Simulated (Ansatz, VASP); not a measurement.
**One calculation of Mo3HS6, two programs**

The input INCAR:

```
ALGO = Normal
DIPOL = 0.5 0.5 0.483
EDIFF = 1E-6
ENCUT = 520
GGA = PS
IDIPOL = 3
ISIF = 2
ISMEAR = 0
LASPH = True
LCHARG = False
LDIPOL = True
LREAL = False
LWAVE = False
NBANDS = 50
NELM = 100
PREC = Accurate
SIGMA = 0.1
```

File KPOINTS:

```
k-points
0
Gamma
  10 5 1
```

POSCAR

```
Mo3HS6
1.0
    3.1204068985      0.0000000000      0.0000000000
   -1.5602034492      6.1523257957      0.0000000000
    0.0000000000      0.0000000000     25.6597815141
S Mo H
6 3 1
Direct
    0.8927216587      0.7854433174      0.3312576919
    0.1715891272      0.3431782543      0.3824398182
    0.4248770516      0.8497541032      0.4354374436
    0.7047428115      0.4094654124      0.4861970894
    0.9628665561      0.9257405526      0.5411345583
    0.1730160878      0.3460381128      0.6172031673
    0.5321553930      0.0643107859      0.3568487551
    0.0634283179      0.1268429315      0.4560351157
    0.6028601598      0.2057221030      0.5588565878
    0.3396827545      1.1793714461      0.6664526403
```

Input for Ansatz:

```yaml
crystal:
  lattice:
    - [3.1204068985, 0.0, 0.0]
    - [-1.5602034492, 6.1523257957, 0.0]
    - [0.0, 0.0, 25.6597815141]
  atoms:
    - { symbol: S, position: [0.8927216587, 0.7854433174, 0.3312576919] }
    - { symbol: Mo, position: [0.532155393, 0.0643107859, 0.3568487551] }
    - { symbol: S, position: [0.1715891272, 0.3431782543, 0.3824398182] }
    - { symbol: S, position: [0.4248770516, 0.8497541032, 0.4354374436] }
    - { symbol: Mo, position: [0.0634283179, 0.1268429315, 0.4560351157] }
    - { symbol: S, position: [0.7047428115, 0.4094654124, 0.4861970894] }
    - { symbol: S, position: [0.9628665561, 0.9257405526, 0.5411345583] }
    - { symbol: Mo, position: [0.6028601598, 0.205722103, 0.5588565878] }
    - { symbol: S, position: [0.1730160878, 0.3460381128, 0.6172031673] }
    - { symbol: H, position: [0.3396827545, 1.1793714461, 0.6664526403] }
basis:
  ecutwfc: 420
kpoints:
  mp_grid: { grid: [10, 5, 1] }
hamiltonian:
  xc: pbesol
scf:
  occupations: { method: gaussian, width: 0.1 }
output:
  forces: true
  stress: true
  eigenvalues: true
  write_density: true
  write_potential: true
  elf: true
  volumetric_format: npy
efield:
  axis: 3
  dipole_correction: true
  ramp_width: 0.04
```

Alike in both runs: task single point; functional PBEsol; k mesh 10 × 5 × 1; occupations gaussian, width 0.1 eV; no spin polarisation.

|  | VASP | Ansatz |
| --- | --- | --- |
| version | VASP 6.6.1 | Ansatz 0.2.0 |
| potentials or method | VASP PAW PBE potentials, release 64 (S, Mo_sv, H), cutoff 520 eV | scalar-relativistic, plane waves, PAW |
| valence electrons in the cell | 79 | 79 |

```tsv
	VASP	Ansatz	Ansatz less VASP
gap on the k mesh at the Fermi level (eV)	none	none	-
rms of the force components (eV/Å)	1.086	1.085	-0.0010
```

VASP's potentials were made for PBE, not for PBEsol. A gap of «none» marks a metal or a gap that the smearing closes. Ansatz's warnings: xc potential rough in thin density.
